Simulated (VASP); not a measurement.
# SnSe2 (P-3m1) in VASP: notebook

Runs on SnSe2. Level: PBE. Tasks: single point.

Program: VASP 6.6.1. These are calculated values, not measurements. Logs are shortened: lines on timing, memory, paths and dates and some standing lists are left out, and cuts for length are marked.

**1. The cell of the first run**

Symmetry: P-3m1, No. 164, trigonal system. The conventional cell has a = 4.011 Å, b = 4.011 Å, c = 5.900 Å, α = 90.00°, β = 90.00°, γ = 120.00°. Sn (site symmetry -3m) has 6 Se at 2.77 Å within 3.6 Å. Se (site symmetry 3m) has 3 Sn at 2.77 Å and 12 Se at 3.69 to 4.01 Å within 4.1 Å.

**2. Single point, PBE (epitaxial xy strain +4.9%)**

INCAR

```
SYSTEM = SnSe2
ALGO     = Normal         ! electronic algorithm
EDIFF    = 1E-7           ! SCF threshold, eV
ENCUT    = 520            ! plane-wave cutoff, eV
GGA      = PE             ! functional
ISIF     = 2              ! what is computed and relaxed
ISMEAR   = -1             ! smearing method
LASPH    = .True.         ! aspherical terms in the spheres
LCHARG   = .False.        ! write CHGCAR
LREAL    = .False.        ! projectors in reciprocal space
LWAVE    = .False.        ! write WAVECAR
NBANDS   = 20             ! bands
NELM     = 100            ! most SCF steps
PREC     = Accurate       ! precision mode
SIGMA    = 0.02           ! smearing width, eV
```

KPOINTS

```
k-points
0
Gamma
  12 12 4
  0 0 0
```

POSCAR

```
SnSe2
1.0
    4.0110667974      0.0000000000      0.0000000000
   -2.0055333987      3.4736857428      0.0000000000
    0.0000000000      0.0000000000      5.8996357542
Sn Se
1 2
Direct
    0.0000000000      0.0000000000      0.0000000000
    0.3333333333      0.6666666667      0.2565719651
    0.6666666667      0.3333333333      0.7434280349
```

Potentials or basis: VASP PAW PBE potentials, release 64 (Sn_d, Se).

Command:

```console
$ cat potpaw_PBE.64/Sn_d/POTCAR potpaw_PBE.64/Se/POTCAR > POTCAR
$ mpirun -np 1 vasp_std > vasp.out
```

OUTCAR:

```text
SYSTEM = SnSe2
   EDIFF = 1E-7
   ENCUT = 520
   GGA = PE
   ISIF = 2
   ISMEAR = -1
   LASPH = .True.
   LREAL = .False.
   NELM = 100
   PREC = Accurate

 ion  position               nearest neighbor table
   1  0.000  0.000  0.000-   2 2.77   3 2.77   2 2.77   3 2.77   3 2.77   2 2.77
   2  0.333  0.667  0.257-   1 2.77   1 2.77   1 2.77
   3  0.667  0.333  0.743-   1 2.77   1 2.77   1 2.77

  LATTYP: Found a hexagonal cell.
 ALAT       =     4.0110667974
 C/A-ratio  =     1.4708395677

  Lattice vectors:

 A1 = (   4.0110667974,   0.0000000000,   0.0000000000)
 A2 = (  -2.0055333987,   3.4736857428,   0.0000000000)
 A3 = (   0.0000000000,   0.0000000000,   5.8996357542)

Analysis of symmetry for initial positions (statically):
=====================================================================
 Subroutine PRICEL returns:
 Original cell was already a primitive cell.

 Routine SETGRP: Setting up the symmetry group for a
 hexagonal supercell.

 Subroutine GETGRP returns: Found 12 space group operations
 (whereof 12 operations were pure point group operations)
 out of a pool of 24 trial point group operations.

The static configuration has the point symmetry D_3d.

Analysis of symmetry for dynamics (positions and initial velocities):
=====================================================================
 Subroutine PRICEL returns:
 Original cell was already a primitive cell.

 Routine SETGRP: Setting up the symmetry group for a
 hexagonal supercell.

 Subroutine GETGRP returns: Found 12 space group operations
 (whereof 12 operations were pure point group operations)
 out of a pool of 24 trial point group operations.

The dynamic configuration has the point symmetry D_3d.

 Subroutine INISYM returns: Found 12 space group operations
 (whereof 12 operations are pure point group operations),
 and found     1 'primitive' translations

----------------------------------------------------------------------------------------

                                     Primitive cell

  volume of cell :      82.2007

  direct lattice vectors                    reciprocal lattice vectors
     4.011066797  0.000000000  0.000000000     0.249310234  0.143939330  0.000000000
    -2.005533399  3.473685743  0.000000000     0.000000000  0.287878661  0.000000000
[... 81 lines left out ...]
   ISPIN  =      1    spin polarized calculation?
   LNONCOLLINEAR =      F non collinear calculations
   LSORBIT =      F    spin-orbit coupling
   LASPH  =      T    aspherical Exc in radial PAW
   ENCUT  =  520.0 eV  38.22 Ry    6.18 a.u.   7.46  7.46 10.97*2*pi/ulx,y,z
   NELM   =    100;   NELMIN=  2; NELMDL= -5     # of ELM steps
   EDIFF  = 0.1E-06   stopping-criterion for ELM
   LREAL  =      F    real-space projection
   EDIFFG = 0.1E-05   stopping-criterion for IOM
   NSW    =      0    number of steps for IOM
   IBRION =     -1    ionic relax: 0-MD 1-quasi-New 2-CG
   NFREE  =      0    steps in history (QN), initial steepest desc. (CG)
   ISIF   =      2    stress and relaxation
   ISYM   =      2    0-nonsym 1-usesym 2-fastsym
   POTIM  = 0.5000    time-step for ionic-motion
   TEBEG  =    0.0;   TEEND  =   0.0 temperature during run
   PSTRESS=    0.0 pullay stress
   NELECT =      26.0000    total number of electrons
   NUPDOWN=      -1.0000    fix difference up-down
   EMIN   =  10.00;   EMAX   =-10.00  energy-range for DOS
   EFERMI =   0.00;   METHOD = LEGACY
   ISMEAR =    -1;   SIGMA  =   0.02  broadening in eV -4-tet -1-fermi 0-gaus
   EFERMI_NEDOS =   21; number of points for ismear=-14 and -15
   IALGO  =     38    algorithm
   IMIX   =      4    mixing-type and parameters
     AMIX     =   0.40;   BMIX     =  1.00
     AMIX_MAG =   1.60;   BMIX_MAG =  1.00
  volume/ion in A,a.u.               =      27.40       184.91
  Fermi-wavevector in a.u.,A,eV,Ry     =   1.115426  2.107849 16.928029  1.244175
  Thomas-Fermi vector in A             =   2.252030
   LORBIT       =      0    0 simple, 1 ext, 2 COOP (PROOUT), +10 PAW based schemes
   GGA     = PE    functional components
   LHFCALC =     F    Hartree Fock is set to
   AEXX    =    0.0000 exact exchange contribution
   IVDW    =     0    specifies the selected vdW correction
   LEPSILON=     F    determine dielectric tensor
   LRPA    =     F    only Hartree local field effects (RPA)
 non-spin polarized calculation
  energy-cutoff  :      520.00
  volume of cell :       82.20
 maximum number of plane-waves:      2254
 NGX is ok and might be reduce to    30
   NGX = 15   NGY = 15   NGZ = 21

 number of electron      25.9999988 magnetization

 Free energy of the ion-electron system (eV)
  ---------------------------------------------------
  ext. energy  EPLUGINS =         0.00000000
  ---------------------------------------------------
  free energy    TOTEN  =       -11.77538881 eV

  energy without entropy =      -11.77515752  energy(sigma->0) =      -11.77527316

 E-fermi :   3.9971     XC(G=0):  -9.2201

 val. band max:        3.9578498079   @ k =   0.0833  -0.0000   0.0000
 cond. band min:       4.2076167081   @ k =   0.0000   0.4167   0.2500
 fundamental gap:      0.2497669002
 Fermi energy:         3.9971324534

 k-point     1 :       0.0000    0.0000    0.0000
  band No.  band energies     occupation
      1     -17.6510      2.00000
      2     -17.6510      2.00000
      3     -17.6393      2.00000
      4     -17.6216      2.00000
      5     -17.6216      2.00000
      6      -9.8575      2.00000
[... 541 lines left out ...]
     19      11.7271      0.00000
     20      11.9859      0.00000

 [... further k-points ...]

------------------------ aborting loop because EDIFF is reached ----------------------------------------

  FORCE on cell =-STRESS in cart. coord.  units (eV):
  Direction    XX          YY          ZZ          XY          YZ          ZX
  --------------------------------------------------------------------------------------
  -------------------------------------------------------------------------------------
  Total       -0.9511688     -0.9511688      1.2459633     -0.0000000     -0.0000000      0.0000000
  in kB      -18.5392674    -18.5392674     24.2851171     -0.0000000     -0.0000000      0.0000000
  external PRESSURE =      -4.2644725 kB  Pullay stress =       0.0000000 kB

 VOLUME and BASIS-vectors are now :
 -----------------------------------------------------------------------------
  energy-cutoff  :      520.00
  volume of cell :       82.20
      direct lattice vectors                 reciprocal lattice vectors
     4.011066797  0.000000000  0.000000000     0.249310234  0.143939330  0.000000000
    -2.005533399  3.473685743  0.000000000     0.000000000  0.287878661  0.000000000
     0.000000000  0.000000000  5.899635754     0.000000000  0.000000000  0.169501990

 POSITION                                       TOTAL-FORCE (eV/Angst)
 -----------------------------------------------------------------------------------
      0.00000      0.00000      0.00000         0.000000      0.000000      0.000000
     -0.00000      2.31579      1.51368         0.000000     -0.000000      0.246068
      2.00553      1.15790      4.38595        -0.000000      0.000000     -0.246068
 -----------------------------------------------------------------------------------
    total drift:                                0.000000      0.000000     -0.000000

  FREE ENERGIE OF THE ION-ELECTRON SYSTEM (eV)
  ---------------------------------------------------
  free  energy   TOTEN  =       -11.7753888055 eV

  energy  without entropy=      -11.7751575174  energy(sigma->0) =      -11.77527316
```

OSZICAR:

```text
N       E                     dE             d eps       ncg     rms          rms(c)
DAV:   1     0.204764775444E+03    0.20476E+03   -0.12129E+04  2832   0.145E+03
DAV:   2     0.120324575424E+02   -0.19273E+03   -0.18542E+03  2920   0.384E+02
DAV:   3    -0.111952206364E+02   -0.23228E+02   -0.22694E+02  3360   0.114E+02
DAV:   4    -0.120347091088E+02   -0.83949E+00   -0.83798E+00  3268   0.228E+01
DAV:   5    -0.120549459379E+02   -0.20237E-01   -0.20235E-01  3796   0.373E+00    0.457E+00
DAV:   6    -0.117854312588E+02    0.26951E+00   -0.59362E-01  4024   0.737E+00    0.295E+00
DAV:   7    -0.117741606195E+02    0.11271E-01   -0.14951E-01  3200   0.221E+00    0.106E+00
DAV:   8    -0.117746970614E+02   -0.53644E-03   -0.11565E-02  3276   0.100E+00    0.260E-01
DAV:   9    -0.117753189948E+02   -0.62193E-03   -0.16136E-03  3196   0.324E-01    0.824E-02
DAV:  10    -0.117753519218E+02   -0.32927E-04   -0.15647E-04  3504   0.839E-02    0.299E-02
DAV:  11    -0.117753872256E+02   -0.35304E-04   -0.45677E-05  3080   0.408E-02    0.124E-02
DAV:  12    -0.117753878772E+02   -0.65154E-06   -0.32565E-06  3552   0.107E-02    0.708E-03
DAV:  13    -0.117753886131E+02   -0.73590E-06   -0.22974E-06  3048   0.815E-03    0.277E-03
DAV:  14    -0.117753888168E+02   -0.20373E-06   -0.37886E-08  2632   0.141E-03    0.669E-04
DAV:  15    -0.117753888055E+02    0.11321E-07   -0.37649E-08  2284   0.121E-03
   1 F= -.11775389E+02 E0= -.11775273E+02  d E =-.231288E-03
```

stdout:

```text
POSCAR found type information on POSCAR SnSe
 POSCAR found :  2 types and       3 ions
 scaLAPACK will be used
 LDA part: xc-table for (Slater+PW92), standard interpolation
 POSCAR, INCAR and KPOINTS ok, starting setup
 FFT: planning ... GRIDC
 FFT: planning ... GRID_SOFT
 FFT: planning ... GRID
 WAVECAR not read
 entering main loop
```

Run time: 3.2 min. Hardware: 1 thread of Intel Xeon 8259CL, shared host; peak memory 0.27 GiB.

Results:

- Free energy: -11.7754 eV
- Pressure: -0.4 GPa
- Largest force: 0.246 eV/Å
- Band gap on the k mesh: zero (filled and empty bands overlap)

Forces on the atoms (eV/Å):
```
Sn   0.000  0.000  0.000
Se   0.000  0.000  0.246
Se   0.000  0.000 -0.246
```

Stress tensor (GPa, compression positive):
```
-1.85  0.00  0.00
 0.00 -1.85  0.00
 0.00  0.00  2.43
```

Caveat: the cell differs from its parent crystal (epitaxial xy strain +4.9%); semilocal functionals underestimate gaps, so a narrow gap can read as zero; spin-orbit coupling is left out, which moves the levels of the heavy elements; this functional lacks dispersion, which binds the layers, so the pressure and a relaxed spacing across them are unreliable.

**3. Single point, PBE (strain +5.8%)**

INCAR

```
SYSTEM = SnSe2
PREC = Accurate
ENCUT = 520
EDIFF = 1E-7
ISMEAR = -1
SIGMA = 0.02
LREAL = .FALSE.
LASPH = .TRUE.
NELM = 80
ALGO = Normal
ISIF = 2
LWAVE = .FALSE.
LCHARG = .FALSE.
GGA = PE
NBANDS = 20
```

KPOINTS

```
regular mesh
0
G
  12 12 4
  0 0 0
```

POSCAR

```
SnSe2
1.0
    4.0451107555      0.0000000000      0.0000000000
   -2.0225553777      3.5031686754      0.0000000000
    0.0000000000      0.0000000000      6.5851119105
Sn Se
1 2
Direct
    0.0000000000      0.0000000000      0.0000000000
    0.3333333333      0.6666666667      0.2295862780
    0.6666666667      0.3333333333      0.7704137220
```

Potentials or basis: VASP PAW PBE potentials, release 64 (Sn_d, Se).

Command:

```console
$ cat potpaw_PBE.64/Sn_d/POTCAR potpaw_PBE.64/Se/POTCAR > POTCAR
$ mpirun -np 1 vasp_std > vasp.out
```

It took 3.5 min on 1 thread of Intel Xeon 8259CL, shared host; peak memory 0.28 GiB.

The run converged. Its results:

| Item | Value |
| --- | --- |
| Free energy | -11.7684 eV |
| Pressure | -1.9 GPa |
| Largest force | 0.208 eV/Å |
| Band gap on the k mesh | 0.46 eV |

Forces in eV/Å, atoms in the order of the input:
```
Sn   0.000  0.000  0.000
Se   0.000  0.000  0.208
Se   0.000  0.000 -0.208
```

Stress tensor (GPa, compression positive):
```
-3.31  0.00  0.00
 0.00 -3.31  0.00
 0.00  0.00  1.01
```

Levels at points of the mesh, in eV from the valence-band top:
```tsv
k point	band 10	band 11	band 12	band 13	band 14	band 15	band 16	band 17
(0.00, 0.00, 0.00)	-0.84	-0.52	-0.52	0.00	0.46	2.50	4.17	4.17
(0.50, 0.00, 0.00)	-2.47	-2.15	-0.63	-0.38	0.80	3.66	5.40	5.85
(0.00, 0.00, 0.50)	-0.88	-0.88	-0.46	-0.46	1.40	2.44	4.03	4.03
(0.50, 0.00, 0.50)	-2.40	-1.70	-0.57	-0.55	0.74	4.06	5.22	5.83
```

Caveat: the cell differs from its parent crystal (strain +5.8%); spin-orbit coupling is left out, which moves the levels of the heavy elements; this functional lacks dispersion, which binds the layers, so the pressure and a relaxed spacing across them are unreliable. A k mesh can miss the band edges.
